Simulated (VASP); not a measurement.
# Y (P6_3/mmc) in VASP: notebook

Aim: see how the results for Y move with the level of theory and the settings. Levels: PBE, r2SCAN. Tasks: single point.

Program: VASP 6.6.1. These are calculated values, not measurements. Logs are shortened: lines on timing, memory, paths and dates and some standing lists are left out, and cuts for length are marked.

## (1) The cell of the first run

Symmetry: P6_3/mmc, No. 194, hexagonal system. The conventional cell has a = 3.667 Å, b = 3.667 Å, c = 5.667 Å, α = 90.00°, β = 90.00°, γ = 120.00°. Within 4.6 Å of Y (site symmetry -6m2) lie 12 Y at 3.54 to 3.67 Å.

## (2) Single point, PBE

Input file INCAR:

```
ALGO = Normal
EDIFF = 1E-7
ENCUT = 520
GGA = PE
ISIF = 2
ISMEAR = 0
LASPH = True
LCHARG = False
LREAL = False
LWAVE = False
NBANDS = 18
NELM = 80
PREC = Accurate
SIGMA = 0.05
```

Input file KPOINTS:

```
k-points
0
Gamma
  6 6 4
```

Input file POSCAR:

```
Y
1.0
    3.6666960685      0.0000000000      0.0000000000
   -1.8333480343      3.1754519433      0.0000000000
    0.0000000000      0.0000000000      5.6666977170
Y
2
Direct
    0.3333333333      0.6666666667      0.7500000000
    0.6666666667      0.3333333333      0.2500000000
```

Potentials or basis: VASP PAW PBE potentials, release 64 (Y_sv).

Launch:

```console
$ cat potpaw_PBE.64/Y_sv/POTCAR > POTCAR
$ mpirun -np 1 vasp_std > vasp.out
```

OUTCAR:

```text
EDIFF = 1E-7
   ENCUT = 520
   GGA = PE
   ISIF = 2
   ISMEAR = 0
   LASPH = True
   LREAL = False
   NELM = 80
   PREC = Accurate

 ion  position               nearest neighbor table
   1  0.333  0.667  0.750-   2 3.54   2 3.54   2 3.54   2 3.54   2 3.54   2 3.54
   2  0.667  0.333  0.250-   1 3.54   1 3.54   1 3.54   1 3.54   1 3.54   1 3.54

  LATTYP: Found a hexagonal cell.
 ALAT       =     3.6666960685
 C/A-ratio  =     1.5454506213

  Lattice vectors:

 A1 = (   3.6666960685,   0.0000000000,   0.0000000000)
 A2 = (  -1.8333480343,   3.1754519433,   0.0000000000)
 A3 = (   0.0000000000,   0.0000000000,   5.6666977170)

Analysis of symmetry for initial positions (statically):
=====================================================================
 Subroutine PRICEL returns:
 Original cell was already a primitive cell.

 Routine SETGRP: Setting up the symmetry group for a
 hexagonal supercell.

 Subroutine GETGRP returns: Found 24 space group operations
 (whereof 12 operations were pure point group operations)
 out of a pool of 24 trial point group operations.

The static configuration has the point symmetry D_3d.
 The point group associated with its full space group is D_6h.

Analysis of symmetry for dynamics (positions and initial velocities):
=====================================================================
 Subroutine PRICEL returns:
 Original cell was already a primitive cell.

 Routine SETGRP: Setting up the symmetry group for a
 hexagonal supercell.

 Subroutine GETGRP returns: Found 24 space group operations
 (whereof 12 operations were pure point group operations)
 out of a pool of 24 trial point group operations.

The dynamic configuration has the point symmetry D_3d.
 The point group associated with its full space group is D_6h.

 Subroutine INISYM returns: Found 24 space group operations
 (whereof 12 operations are pure point group operations),
 and found     1 'primitive' translations

----------------------------------------------------------------------------------------

                                     Primitive cell

  volume of cell :      65.9797

  direct lattice vectors                    reciprocal lattice vectors
     3.666696068  0.000000000  0.000000000     0.272725086  0.157457902  0.000000000
    -1.833348034  3.175451943  0.000000000     0.000000000  0.314915803  0.000000000
     0.000000000  0.000000000  5.666697717     0.000000000  0.000000000  0.176469621

  length of vectors
     3.666696068  3.666696069  5.666697717     0.314915803  0.314915803  0.176469621

  position of ions in fractional coordinates (direct lattice)
     0.333333333  0.666666667  0.750000000
     0.666666667  0.333333333  0.250000000

  ion indices of the primitive-cell ions
   primitive index   ion index
                 1           1
                 2           2

----------------------------------------------------------------------------------------

 KPOINTS: k-points

Automatic generation of k-mesh.
 Grid dimensions read from file:
 generate k-points for:    6    6    4

 Generating k-lattice:

  Cartesian coordinates                     Fractional coordinates (reciprocal lattice)
     0.045454181  0.026242984  0.000000000     0.166666667  0.000000000  0.000000000
     0.000000000  0.052485967  0.000000000     0.000000000  0.166666667  0.000000000
     0.000000000  0.000000000  0.044117405     0.000000000  0.000000000  0.250000000

  Length of vectors
     0.052485967  0.052485967  0.044117405

  Shift w.r.t. Gamma in fractional coordinates (k-lattice)
     0.000000000  0.000000000  0.000000000

 Subroutine IBZKPT returns following result:
 ===========================================

 Found     21 irreducible k-points:

 Following reciprocal coordinates:
            Coordinates               Weight
  0.000000  0.000000  0.000000      1.000000
  0.166667  0.000000  0.000000      6.000000
  0.333333 -0.000000  0.000000      6.000000
  0.500000 -0.000000  0.000000      3.000000
  0.166667  0.166667  0.000000      6.000000
  0.333333  0.166667  0.000000     12.000000
[... 13 lines left out ...]
  0.333333  0.166667  0.500000     12.000000
  0.333333  0.333333  0.500000      2.000000
   k-points           NKPTS =     21   k-points in BZ     NKDIM =     21   number of bands    NBANDS=     18
   number of dos      NEDOS =    301   number of ions     NIONS =      2
   total plane-waves  NPLWV =  32928
   dimension x,y,z NGX =    28 NGY =   28 NGZ =   42
   dimension x,y,z NGXF=    56 NGYF=   56 NGZF=   84
   ions per type =               2
   NGX,Y,Z   is equivalent  to a cutoff of  12.70, 12.70, 12.32 a.u.
   NGXF,Y,Z  is equivalent  to a cutoff of  25.39, 25.39, 24.64 a.u.
 SYSTEM =  unknown system
   PREC   = accura    normal or accurate (medium, high low for compatibility)
   ISTART =      0    job   : 0-new  1-cont  2-samecut
   ICHARG =      2    charge: 1-file 2-atom 10-const
   ISPIN  =      1    spin polarized calculation?
   LNONCOLLINEAR =      F non collinear calculations
   LSORBIT =      F    spin-orbit coupling
   LASPH  =      T    aspherical Exc in radial PAW
   ENCUT  =  520.0 eV  38.22 Ry    6.18 a.u.   6.82  6.82 10.54*2*pi/ulx,y,z
   NELM   =     80;   NELMIN=  2; NELMDL= -5     # of ELM steps
   EDIFF  = 0.1E-06   stopping-criterion for ELM
   LREAL  =      F    real-space projection
   EDIFFG = 0.1E-05   stopping-criterion for IOM
   NSW    =      0    number of steps for IOM
   IBRION =     -1    ionic relax: 0-MD 1-quasi-New 2-CG
   NFREE  =      0    steps in history (QN), initial steepest desc. (CG)
   ISIF   =      2    stress and relaxation
   ISYM   =      2    0-nonsym 1-usesym 2-fastsym
   POTIM  = 0.5000    time-step for ionic-motion
   TEBEG  =    0.0;   TEEND  =   0.0 temperature during run
   PSTRESS=    0.0 pullay stress
   NELECT =      22.0000    total number of electrons
   NUPDOWN=      -1.0000    fix difference up-down
   EMIN   =  10.00;   EMAX   =-10.00  energy-range for DOS
   EFERMI =   0.00;   METHOD = LEGACY
   ISMEAR =     0;   SIGMA  =   0.05  broadening in eV -4-tet -1-fermi 0-gaus
   EFERMI_NEDOS =   21; number of points for ismear=-14 and -15
   IALGO  =     38    algorithm
   IMIX   =      4    mixing-type and parameters
     AMIX     =   0.40;   BMIX     =  1.00
     AMIX_MAG =   1.60;   BMIX_MAG =  1.00
  volume/ion in A,a.u.               =      32.99       222.63
  Fermi-wavevector in a.u.,A,eV,Ry     =   1.135217  2.145249 17.534068  1.288718
  Thomas-Fermi vector in A             =   2.271922
   LORBIT       =      0    0 simple, 1 ext, 2 COOP (PROOUT), +10 PAW based schemes
   GGA     = PE    functional components
   LHFCALC =     F    Hartree Fock is set to
   AEXX    =    0.0000 exact exchange contribution
   IVDW    =     0    specifies the selected vdW correction
   LEPSILON=     F    determine dielectric tensor
   LRPA    =     F    only Hartree local field effects (RPA)
 non-spin polarized calculation
 Gauss-broadening in eV      SIGMA  =   0.05
  energy-cutoff  :      520.00
  volume of cell :       65.98
 maximum number of plane-waves:      1794
 NGX is ok and might be reduce to    28
   NGX = 13   NGY = 13   NGZ = 21

 number of electron      22.0000000 magnetization

 Free energy of the ion-electron system (eV)
  ---------------------------------------------------
  ext. energy  EPLUGINS =         0.00000000
  ---------------------------------------------------
  free energy    TOTEN  =       -12.88465225 eV

  energy without entropy =      -12.88100657  energy(sigma->0) =      -12.88282941

 E-fermi :   3.0191     XC(G=0):  -9.4113

 val. band max:        2.9634796532   @ k =   0.3333   0.1667   0.2500
 cond. band min:       3.0375345813   @ k =   0.1667   0.1667   0.0000
 fundamental gap:      0.0740549281
 Fermi energy:         3.0190675335

 k-point     1 :       0.0000    0.0000    0.0000
  band No.  band energies     occupation
      1     -39.7363      2.00000
      2     -39.6603      2.00000
      3     -20.0062      2.00000
      4     -19.5496      2.00000
      5     -19.5496      2.00000
      6     -19.4548      2.00000
[... 10 lines left out ...]
     17       5.6706      0.00000
     18       5.6706      0.00000

 k-point     2 :       0.1667    0.0000    0.0000
  band No.  band energies     occupation
      1     -39.7238      2.00000
      2     -39.6568      2.00000
      3     -19.9591      2.00000
      4     -19.6366      2.00000
      5     -19.5796      2.00000
      6     -19.5453      2.00000
[... 10 lines left out ...]
     17       5.7628      0.00000
     18       5.8115      0.00000

 k-point     3 :       0.3333   -0.0000    0.0000
  band No.  band energies     occupation
      1     -39.6962      2.00000
      2     -39.6525      2.00000
      3     -19.8436      2.00000
      4     -19.8124      2.00000
      5     -19.7146      2.00000
      6     -19.6353      2.00000
[... 10 lines left out ...]
     17       6.8898      0.00000
     18       7.0808      0.00000

 k-point     4 :       0.5000   -0.0000    0.0000
  band No.  band energies     occupation
      1     -39.6787      2.00000
      2     -39.6538      2.00000
      3     -19.9006      2.00000
      4     -19.7943      2.00000
      5     -19.7568      2.00000
      6     -19.6618      2.00000
[... 10 lines left out ...]
     17       8.2601      0.00000
     18       8.4774      0.00000

 k-point     5 :       0.1667    0.1667    0.0000
  band No.  band energies     occupation
      1     -39.7036      2.00000
      2     -39.6530      2.00000
      3     -19.8768      2.00000
      4     -19.7266      2.00000
      5     -19.7166      2.00000
      6     -19.5955      2.00000
[... 10 lines left out ...]
     17       6.3075      0.00000
     18       6.9727      0.00000

 k-point     6 :       0.3333    0.1667    0.0000
  band No.  band energies     occupation
      1     -39.6789      2.00000
      2     -39.6537      2.00000
      3     -19.8555      2.00000
      4     -19.7701      2.00000
      5     -19.7583      2.00000
      6     -19.6842      2.00000
[... 10 lines left out ...]
     17       7.6454      0.00000
     18       8.2603      0.00000

 k-point     7 :       0.3333    0.3333    0.0000
  band No.  band energies     occupation
      1     -39.6623      2.00000
      2     -39.6623      2.00000
      3     -19.8421      2.00000
      4     -19.7465      2.00000
      5     -19.7465      2.00000
      6     -19.6532      2.00000
[... 10 lines left out ...]
     17       7.6631      0.00000
     18       8.0356      0.00000

 k-point     8 :       0.0000    0.0000    0.2500
  band No.  band energies     occupation
      1     -39.7253      2.00000
      2     -39.6715      2.00000
      3     -19.9221      2.00000
      4     -19.5358      2.00000
      5     -19.5358      2.00000
      6     -19.4952      2.00000
[... 10 lines left out ...]
     17       6.2792      0.00000
     18       6.2792      0.00000
[... 166 lines left out ...]
     17       7.2011      0.00000
     18       7.2011      0.00000

 k-point    17 :       0.3333   -0.0000    0.5000
  band No.  band energies     occupation
      1     -39.6743      2.00000
      2     -39.6743      2.00000
      3     -19.8779      2.00000
      4     -19.8779      2.00000
      5     -19.5639      2.00000
      6     -19.5639      2.00000
[... 10 lines left out ...]
     17       7.4829      0.00000
     18       7.5127      0.00000

 k-point    18 :       0.5000   -0.0000    0.5000
  band No.  band energies     occupation
      1     -39.6663      2.00000
      2     -39.6663      2.00000
      3     -19.9509      2.00000
      4     -19.9509      2.00000
      5     -19.5842      2.00000
      6     -19.5842      2.00000
[... 10 lines left out ...]
     17       8.1052      0.00000
     18       8.1129      0.00000

 k-point    19 :       0.1667    0.1667    0.5000
  band No.  band energies     occupation
      1     -39.6784      2.00000
      2     -39.6784      2.00000
      3     -19.8305      2.00000
      4     -19.8305      2.00000
      5     -19.5927      2.00000
      6     -19.5927      2.00000
[... 10 lines left out ...]
     17       7.2126      0.00000
     18       7.2126      0.00000

 k-point    20 :       0.3333    0.1667    0.5000
  band No.  band energies     occupation
      1     -39.6663      2.00000
      2     -39.6663      2.00000
      3     -19.9119      2.00000
      4     -19.9119      2.00000
      5     -19.6575      2.00000
      6     -19.6575      2.00000
[... 10 lines left out ...]
     17       7.7659      0.00000
     18       7.7659      0.00000

 k-point    21 :       0.3333    0.3333    0.5000
  band No.  band energies     occupation
      1     -39.6622      2.00000
      2     -39.6622      2.00000
      3     -19.8884      2.00000
      4     -19.8884      2.00000
      5     -19.7420      2.00000
      6     -19.7420      2.00000
[... 10 lines left out ...]
     17       7.4102      0.00000
     18       7.4102      0.00000

------------------------ aborting loop because EDIFF is reached ----------------------------------------

  FORCE on cell =-STRESS in cart. coord.  units (eV):
  Direction    XX          YY          ZZ          XY          YZ          ZX
  --------------------------------------------------------------------------------------
  -------------------------------------------------------------------------------------
  Total       -0.0067439     -0.0067439     -0.1089241      0.0000000      0.0000000     -0.0000000
  in kB       -0.1637614     -0.1637614     -2.6449908      0.0000000      0.0000000     -0.0000000
  external PRESSURE =      -0.9908379 kB  Pullay stress =       0.0000000 kB

 VOLUME and BASIS-vectors are now :
 -----------------------------------------------------------------------------
  energy-cutoff  :      520.00
  volume of cell :       65.98
      direct lattice vectors                 reciprocal lattice vectors
     3.666696068  0.000000000  0.000000000     0.272725086  0.157457902  0.000000000
    -1.833348034  3.175451943  0.000000000     0.000000000  0.314915803  0.000000000
     0.000000000  0.000000000  5.666697717     0.000000000  0.000000000  0.176469621

 POSITION                                       TOTAL-FORCE (eV/Angst)
 -----------------------------------------------------------------------------------
     -0.00000      2.11697      4.25002         0.000000      0.000000      0.000000
      1.83335      1.05848      1.41667        -0.000000     -0.000000      0.000000
 -----------------------------------------------------------------------------------
    total drift:                                0.000000     -0.000000      0.000000

  FREE ENERGIE OF THE ION-ELECTRON SYSTEM (eV)
  ---------------------------------------------------
  free  energy   TOTEN  =       -12.8846522514 eV

  energy  without entropy=      -12.8810065708  energy(sigma->0) =      -12.88282941
```

It took 29 s on 1 thread of Intel Xeon Platinum 8259CL at 2.50GHz (Skylake/Cascade Lake), shared host; peak memory 0.19 GiB.

Results:

* Free energy: -12.8847 eV
* Pressure: -0.1 GPa
* Band gap on the k mesh: zero (bands 11 and 12 overlap by 1.48 eV)

Stress tensor (GPa, compression positive):
```
-0.02  0.00  0.00
 0.00 -0.02  0.00
 0.00  0.00 -0.26
```

## (3) Single point, r2SCAN

POSCAR is that of step 2.

Input file INCAR.step1:

```
SYSTEM = Y
PREC = Accurate
ENCUT = 520
ISMEAR = 0
SIGMA = 0.05
LREAL = .False.
LASPH = .True.
NELM = 80
NBANDS = 18
GGA = PE
ALGO = Normal
EDIFF = 1E-4
LWAVE = .True.
LCHARG = .False.
```

Input file INCAR.step2:

```
SYSTEM = Y
PREC = Accurate
ENCUT = 520
EDIFF = 1E-6
ISMEAR = 0
SIGMA = 0.05
LREAL = .False.
LASPH = .True.
NELM = 80
ALGO = Normal
ISIF = 2
LWAVE = .False.
LCHARG = .True.
METAGGA = R2SCAN
LMIXTAU = .True.
LELF = .True.
LVHAR = .True.
NBANDS = 18
ISTART = 1
```

Input file KPOINTS:

```
regular mesh
0
Gamma
  14 14 8
  0 0 0
```

Potentials or basis: VASP PAW PBE potentials, release 64 (Y_sv).

Launch:

```console
$ cat potpaw_PBE.64/Y_sv/POTCAR > POTCAR
$ cp INCAR.step1 INCAR
$ mpirun -np 1 vasp_std > vasp.out
$ cp INCAR.step2 INCAR
$ mpirun -np 1 vasp_std > vasp.out
```

OUTCAR:

```text
SYSTEM = Y
   PREC = Accurate
   ENCUT = 520
   EDIFF = 1E-6
   ISMEAR = 0
   LREAL = .False.
   LASPH = .True.
   NELM = 80
   ISIF = 2
   METAGGA = R2SCAN
   ISTART = 1

 ion  position               nearest neighbor table
   1  0.333  0.667  0.750-   2 3.54   2 3.54   2 3.54   2 3.54   2 3.54   2 3.54
   2  0.667  0.333  0.250-   1 3.54   1 3.54   1 3.54   1 3.54   1 3.54   1 3.54

  LATTYP: Found a hexagonal cell.
 ALAT       =     3.6666960685
 C/A-ratio  =     1.5454506213

  Lattice vectors:
[... 193 lines left out ...]
      3     -20.8251      2.00000
      4     -20.3218      2.00000
      5     -20.3218      2.00000
      6     -20.2249      2.00000
[... 481 lines left out ...]
      5     -20.5309      2.00000
      6     -20.4780      2.00000
[... 10 lines left out ...]
     17       8.2094      0.00000
     18       8.5280      0.00000

 [... further k-points ...]
[... 5 lines left out ...]
  --------------------------------------------------------------------------------------
  -------------------------------------------------------------------------------------
  Total        0.2316215      0.2316215      0.2468924     -0.0000000     -0.0000000      0.0000000
  in kB        5.6244353      5.6244353      5.9952572     -0.0000000     -0.0000000      0.0000000
  external PRESSURE =       5.7480426 kB  Pullay stress =       0.0000000 kB

 VOLUME and BASIS-vectors are now :
 -----------------------------------------------------------------------------
  energy-cutoff  :      520.00
  volume of cell :       65.98
      direct lattice vectors                 reciprocal lattice vectors
     3.666696068  0.000000000  0.000000000     0.272725086  0.157457902  0.000000000
    -1.833348034  3.175451943  0.000000000     0.000000000  0.314915803  0.000000000
     0.000000000  0.000000000  5.666697717     0.000000000  0.000000000  0.176469621

 POSITION                                       TOTAL-FORCE (eV/Angst)
 -----------------------------------------------------------------------------------
     -0.00000      2.11697      4.25002         0.000000     -0.000000      0.000000
      1.83335      1.05848      1.41667        -0.000000      0.000000      0.000000
 -----------------------------------------------------------------------------------
    total drift:                                0.000000     -0.000000      0.000000

  FREE ENERGIE OF THE ION-ELECTRON SYSTEM (eV)
  ---------------------------------------------------
  free  energy   TOTEN  =       -40.5444002040 eV

  energy  without entropy=      -40.5412596795  energy(sigma->0) =      -40.54282994
```

OUTCAR.step1:

```text
SYSTEM = Y
   PREC = Accurate
   ENCUT = 520
   ISMEAR = 0
   LREAL = .False.
[... 730 lines left out ...]
     -0.00000      2.11697      4.25002         0.000000      0.000000      0.000000
      1.83335      1.05848      1.41667        -0.000000     -0.000000      0.000000
 -----------------------------------------------------------------------------------
    total drift:                                0.000000     -0.000000      0.000000

  FREE ENERGIE OF THE ION-ELECTRON SYSTEM (eV)
  ---------------------------------------------------
  free  energy   TOTEN  =       -12.8705395345 eV

  energy  without entropy=      -12.8669083450  energy(sigma->0) =      -12.86872394
```

Wall time 8.9 min (1 thread of Intel Xeon Platinum 8259CL at 2.50GHz (Skylake/Cascade Lake), shared host); peak memory 0.28 GiB.

What came out:

```yaml
Free_energy: -40.5444 eV
Pressure: 0.6 GPa
Band_gap_on_the_k_mesh: zero (bands 11 and 12 overlap by 1.71 eV)
```

Levels at points of the mesh, in eV from the Fermi level:
| k point | band 8 | band 9 | band 10 | band 11 | band 12 | band 13 | band 14 | band 15 |
| --- | --- | --- | --- | --- | --- | --- | --- | --- |
| (0.00, 0.00, 0.00) | -23.20 | -4.90 | -1.85 | 0.85 | 1.97 | 1.97 | 2.44 | 2.66 |
| (0.50, 0.00, 0.00) | -23.28 | -1.72 | -1.20 | -0.79 | -0.26 | 1.58 | 1.65 | 2.33 |
| (0.00, 0.00, 0.50) | -23.28 | -3.38 | -3.38 | 1.13 | 1.13 | 1.88 | 1.88 | 1.88 |
| (0.50, 0.00, 0.50) | -23.35 | -1.66 | -1.66 | 0.12 | 0.12 | 1.40 | 1.40 | 3.01 |

Caveat: the PAW data sets were made with another functional, which shifts forces and pressure a little.

[end of part 1 of 2]
